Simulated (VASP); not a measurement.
# BP (I-42m) in VASP: a series of runs, part 2 of 3

VASP 6.6.1. Earlier steps stand in the parts before.

**4. Single point, PBE**

This run uses another cell than the first one, of 15.75 Å³/atom, 1.101 times its volume.

Contents of INCAR:

```
ALGO = Normal ; EDIFF = 1E-6
ENCUT = 520 ; GGA = PE
ISIF = 2 ; ISMEAR = 0
LASPH = True ; LCHARG = True
LELF = True ; LREAL = False
LVHAR = True ; LWAVE = False
NBANDS = 31 ; NELM = 60
PREC = Accurate ; SIGMA = 0.02
```

Contents of KPOINTS:

```
k-points
0
Gamma
  6 6 6
```

Contents of POSCAR:

```
BP
1.0
   -3.0894569868      3.0894569868      4.1248409155
    3.0894569868     -3.0894569868      4.1248409155
    3.0894569868      3.0894569868     -4.1248409155
B P
5 5
Direct
    0.1738747593      0.4480258679      0.0000000000
    0.5519741321      0.5519741321      0.7258488914
    0.0000000000      0.0000000000      0.0000000000
    0.8261252407      0.8261252407      0.2741511086
    0.4480258679      0.1738747593      0.0000000000
    0.3282007999      0.3282007999      0.2829543343
    0.9547535345      0.6717992001      0.0000000000
    0.6717992001      0.9547535345      0.0000000000
    0.0452464655      0.0452464655      0.7170456657
    0.5000000000      0.5000000000      0.0000000000
```

Potentials or basis: VASP PAW PBE potentials, release 64 (B, P).

The run is started by

```
> cat potpaw_PBE.64/B/POTCAR potpaw_PBE.64/P/POTCAR > POTCAR
> mpirun -np 1 vasp_std > vasp.out
```

OUTCAR:

```text
EDIFF = 1E-6
   ENCUT = 520
   GGA = PE
   ISIF = 2
   ISMEAR = 0
   LASPH = True
   LREAL = False
   NELM = 60
   PREC = Accurate

 ion  position               nearest neighbor table
   1  0.174  0.448  0.000-   7 1.94  10 1.97   6 2.00   9 2.00
   2  0.552  0.552  0.726-   6 1.94  10 1.97   8 2.00   7 2.00
   3  0.000  0.000  0.000-   9 1.98   8 1.98   7 1.98   6 1.98
   4  0.826  0.826  0.274-   9 1.94  10 1.97   7 2.00   8 2.00
   5  0.448  0.174  0.000-   8 1.94  10 1.97   6 2.00   9 2.00
   6  0.328  0.328  0.283-   2 1.94   3 1.98   1 2.00   5 2.00   9 2.47  10 2.86
   7  0.955  0.672  0.000-   1 1.94   3 1.98   2 2.00   4 2.00   8 2.47  10 2.86
   8  0.672  0.955  0.000-   5 1.94   3 1.98   4 2.00   2 2.00   7 2.47  10 2.86
   9  0.045  0.045  0.717-   4 1.94   3 1.98   1 2.00   5 2.00   6 2.47  10 2.86
  10  0.500  0.500  0.000-   1 1.97   2 1.97   4 1.97   5 1.97   6 2.86   7 2.86   8 2.86   9 2.86

  LATTYP: Found a body centered tetragonal cell.
 ALAT       =     6.1789139736
 C/A-ratio  =     1.3351345991

  Lattice vectors:

 A1 = (  -3.0894569868,   3.0894569868,   4.1248409155)
 A2 = (   3.0894569868,  -3.0894569868,   4.1248409155)
 A3 = (   3.0894569868,   3.0894569868,  -4.1248409155)

Analysis of symmetry for initial positions (statically):
=====================================================================
 Subroutine PRICEL returns:
 Original cell was already a primitive cell.

 Routine SETGRP: Setting up the symmetry group for a
 body centered tetragonal supercell.

 Subroutine GETGRP returns: Found  8 space group operations
 (whereof  8 operations were pure point group operations)
 out of a pool of 16 trial point group operations.

The static configuration has the point symmetry D_2d.

Analysis of symmetry for dynamics (positions and initial velocities):
=====================================================================
 Subroutine PRICEL returns:
 Original cell was already a primitive cell.
[... 147 lines left out ...]
  Thomas-Fermi vector in A             =   2.171181
   LORBIT       =      0    0 simple, 1 ext, 2 COOP (PROOUT), +10 PAW based schemes
   GGA     = PE    functional components
   LHFCALC =     F    Hartree Fock is set to
   AEXX    =    0.0000 exact exchange contribution
   IVDW    =     0    specifies the selected vdW correction
   LEPSILON=     F    determine dielectric tensor
   LRPA    =     F    only Hartree local field effects (RPA)
 non-spin polarized calculation
 Gauss-broadening in eV      SIGMA  =   0.02
  energy-cutoff  :      520.00
  volume of cell :      157.48
 maximum number of plane-waves:      4272
 NGX is ok and might be reduce to    48
   NGX = 23   NGY = 23   NGZ = 23

 number of electron      39.9999999 magnetization

 Free energy of the ion-electron system (eV)
  ---------------------------------------------------
  ext. energy  EPLUGINS =         0.00000000
  ---------------------------------------------------
  free energy    TOTEN  =       -60.22382869 eV

  energy without entropy =      -60.22382869  energy(sigma->0) =      -60.22382869

 E-fermi :   4.1127     XC(G=0):  -9.0559

 val. band max:        3.9889663993   @ k =   0.5000   0.5000   0.5000
 cond. band min:       5.3058294606   @ k =   0.0000   0.0000   0.0000
 fundamental gap:      1.3168630613
 Fermi energy:         4.1127015533

 k-point     1 :       0.0000    0.0000    0.0000
  band No.  band energies     occupation
      1     -10.9819      2.00000
      2      -9.2123      2.00000
      3      -7.0220      2.00000
      4      -6.1591      2.00000
      5      -6.1591      2.00000
      6      -4.2209      2.00000
[... 805 lines left out ...]
     30      10.1780      0.00000
     31      10.2150      0.00000

 [... further k-points ...]
[... 5 lines left out ...]
  --------------------------------------------------------------------------------------
  -------------------------------------------------------------------------------------
  Total       -0.1974977     -0.1974977     -0.1353152      0.0000000     -0.0000000      0.0000000
  in kB       -2.0092834     -2.0092834     -1.3766567      0.0000000     -0.0000000      0.0000000
  external PRESSURE =      -1.7984078 kB  Pullay stress =       0.0000000 kB

 VOLUME and BASIS-vectors are now :
 -----------------------------------------------------------------------------
  energy-cutoff  :      520.00
  volume of cell :      157.48
      direct lattice vectors                 reciprocal lattice vectors
    -3.089456987  3.089456987  4.124840916     0.000000000  0.161840738  0.121216796
     3.089456987 -3.089456987  4.124840916     0.161840738  0.000000000  0.121216796
     3.089456987  3.089456987 -4.124840916     0.161840738  0.161840738  0.000000000

 POSITION                                       TOTAL-FORCE (eV/Angst)
 -----------------------------------------------------------------------------------
      0.84698     -0.84698      2.56524        -0.002749      0.002749      0.005873
      2.24248      2.24248      1.55960         0.002749      0.002749     -0.005873
      0.00000      0.00000      0.00000        -0.000000      0.000000     -0.000000
      0.84698      0.84698      5.68444        -0.002749     -0.002749     -0.005873
     -0.84698      0.84698      2.56524         0.002749     -0.002749      0.005873
      0.87418      0.87418      1.54041        -0.009241     -0.009241     -0.002311
     -0.87418      0.87418      6.70927         0.009241     -0.009241      0.002311
      0.87418     -0.87418      6.70927        -0.009241      0.009241      0.002311
      2.21528      2.21528     -2.58443         0.009241      0.009241     -0.002311
      0.00000      0.00000      4.12484        -0.000000      0.000000     -0.000000
 -----------------------------------------------------------------------------------
    total drift:                                0.000000      0.000000      0.000000

  FREE ENERGIE OF THE ION-ELECTRON SYSTEM (eV)
  ---------------------------------------------------
  free  energy   TOTEN  =       -60.2238286881 eV

  energy  without entropy=      -60.2238286881  energy(sigma->0) =      -60.22382869
```

stdout:

```text
POSCAR found type information on POSCAR B P
 POSCAR found :  2 types and      10 ions
 scaLAPACK will be used
 LDA part: xc-table for (Slater+PW92), standard interpolation
 POSCAR, INCAR and KPOINTS ok, starting setup
 FFT: planning ... GRIDC
 FFT: planning ... GRID_SOFT
 FFT: planning ... GRID
 WAVECAR not read
 entering main loop
```

Run time: 2.1 min. Hardware: 1 thread of AMD EPYC 9R45 (Zen 5), shared host; peak memory 0.33 GiB.

What came out:

```yaml
Free_energy: -60.2238 eV
Pressure: -0.2 GPa
Largest_force: 0.013 eV/Å
Band_gap_on_the_k_mesh: 1.32 eV, indirect (least direct gap 1.40 eV)
```

Forces on the atoms (eV/Å):
```
B   -0.003  0.003  0.006
B    0.003  0.003 -0.006
B    0.000  0.000  0.000
B   -0.003 -0.003 -0.006
B    0.003 -0.003  0.006
P   -0.009 -0.009 -0.002
P    0.009 -0.009  0.002
P   -0.009  0.009  0.002
P    0.009  0.009 -0.002
P    0.000  0.000  0.000
```

**5. Relaxation of cell and atoms, PBE**

Contents of INCAR:

```
  PREC = Accurate
  ENCUT = 600
  EDIFF = 1E-7
  ISMEAR = 0
  SIGMA = 0.1
  LREAL = F
  LASPH = T
  NELM = 100
  ALGO = Normal
  ISIF = 3
  LWAVE = F
  LCHARG = F
  GGA = PE
  IBRION = 2
  NSW = 90
  EDIFFG = -0.04
```

Contents of KPOINTS:

```
Automatic mesh
0
Gamma
  4 4 4
```

Contents of POSCAR:

```
BP
1.0
   -3.0087422600      3.0087422600      3.9515475900
    3.0087422600     -3.0087422600      3.9515475900
    3.0087422600      3.0087422600     -3.9515475900
B P
5 5
Direct
    0.1748685200      0.4445008600      0.0000000000
    0.5554991400      0.5554991400      0.7303676600
    0.0000000000      0.0000000000      0.0000000000
    0.8251314800      0.8251314800      0.2696323400
    0.4445008600      0.1748685200      0.0000000000
    0.3251314800      0.3251314800      0.2696323400
    0.9445008600      0.6748685200      0.0000000000
    0.6748685200      0.9445008600      0.0000000000
    0.0554991400      0.0554991400      0.7303676600
    0.5000000000      0.5000000000      0.0000000000
```

The run is started by

```
> cat potpaw_PBE.64/B/POTCAR potpaw_PBE.64/P/POTCAR > POTCAR
> mpirun -np 1 vasp_std > vasp.out
```

Wall time 5 min (1 thread of AMD EPYC 9R45 (Zen 5), shared host); peak memory 0.31 GiB.

Results (log left out):

| Quantity | Value |
| --- | --- |
| Free energy | -60.2251 eV |
| Relaxed volume | 15.72 Å³/atom |
| Relaxed cell | a = 6.007 Å, b = 6.007 Å, c = 6.007 Å, α = 118.16°, β = 118.16°, γ = 93.21° |
| Space group after relaxing (to 0.05 Å) | I-42m (No. 121) |
| Energy gained by relaxing | 122.3 meV/atom |
| Ionic steps | 9 |
| Pressure after relaxing | 0.0 GPa |
| Largest force after relaxing | 0.032 eV/Å |
| Band gap on the k mesh | 1.30 eV, indirect (least direct gap 1.41 eV) |

Forces in eV/Å, atoms in the order of the input:
```
B   -0.003  0.003 -0.029
B    0.003  0.003  0.029
B    0.000  0.000  0.000
B   -0.003 -0.003  0.029
B    0.003 -0.003 -0.029
P    0.006  0.006 -0.031
P   -0.006  0.006  0.031
P    0.006 -0.006  0.031
P   -0.006 -0.006 -0.031
P    0.000  0.000  0.000
```

Stress tensor (GPa, compression positive):
```
 0.10  0.00  0.00
 0.00  0.10  0.00
 0.00  0.00 -0.21
```

The path:
```tsv
step	energy change (eV)	largest force (eV/Å)	pressure (GPa)	volume (Å³)
1	0.0000	3.5972	16.51	143.09
2	2.0081	5.6109	-8.73	175.80
3	-1.1465	0.7840	1.95	153.84
4	-1.1513	0.6378	2.51	153.25
5	-1.1516	0.5859	2.72	153.04
6	-1.2130	0.2300	-0.93	158.77
7	-1.2180	0.1184	-0.19	157.50
8	-1.2221	0.0656	-0.08	157.34
9	-1.2230	0.0324	0.00	157.22
```

Final structure:
```
CELL_PARAMETERS angstrom
-3.08623 3.08623 4.12665
3.08623 -3.08623 4.12665
3.08623 3.08623 -4.12665
ATOMIC_POSITIONS crystal
B 0.17411 0.44851 0.00000
B 0.55149 0.55149 0.72560
B 0.00000 0.00000 0.00000
B 0.82589 0.82589 0.27440
B 0.44851 0.17411 0.00000
P 0.32828 0.32828 0.28266
P 0.95438 0.67172 0.00000
P 0.67172 0.95438 0.00000
P 0.04562 0.04562 0.71734
P 0.50000 0.50000 0.00000
```

Levels at points of the mesh, in eV from the valence-band top:
```
           k point  band 18  band 19  band 20  band 21  band 22  band 23
(0.00, 0.00, 0.00)    -0.40    -0.34    -0.11     1.30     3.16     3.16
(0.50, 0.00, 0.00)    -2.15    -1.94    -1.79     3.18     3.21     4.03
(0.50, 0.50, 0.00)    -1.09    -0.88    -0.43     2.78     3.13     3.21
(0.50, 0.50, 0.50)    -1.71    -1.71     0.00     1.55     3.32     3.43
```

A k mesh can miss the band edges. Expect the measured gap to be larger: semilocal functionals such as PBE lack the derivative discontinuity.

[end of part 2 of 3]
